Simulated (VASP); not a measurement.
A run of VASP 6.6.1:

INCAR

```
  PREC = Accurate
  ENCUT = 520
  EDIFF = 1E-6
  ISMEAR = 0
  SIGMA = 0.2
  LREAL = F
  LASPH = T
  NELM = 60
  ALGO = Normal
  ISIF = 2
  LWAVE = F
  LCHARG = F
  GGA = PE
  NBANDS = 38
```

File KPOINTS:

```
regular mesh
0
Gamma
  3 3 5
```

POSCAR

```
Zr4Ag
1.0
    3.8401172020     -4.9489723830      0.0000000000
    3.8401172020      4.9489723830      0.0000000000
    0.0000000000      0.0000000000      3.2295070278
Zr Ag
4 1
Direct
    0.7813004289      0.2186995711      0.5000000000
    0.1978982519      0.1978982519      0.0000000000
    0.8021017481      0.8021017481      0.0000000000
    0.2186995711      0.7813004289      0.5000000000
    0.5000000000      0.5000000000      0.5000000000
```

Potentials or basis: VASP PAW PBE potentials, release 64 (Zr_sv, Ag).

The run is started by

```sh
$ cat potpaw_PBE.64/Zr_sv/POTCAR potpaw_PBE.64/Ag/POTCAR > POTCAR
$ mpirun -np 1 vasp_std > vasp.out
```

Hardware: 1 thread of Intel(R) Xeon(R) Platinum 8488C (Sapphire Rapids) (shared host).

**Question.** Estimate the wall time of this run.

**Answer.** Run time: 72 s on 1 thread of Intel(R) Xeon(R) Platinum 8488C (Sapphire Rapids) (shared host), peak memory 0.23 GiB. Counts: scf iterations 15, k points 12.
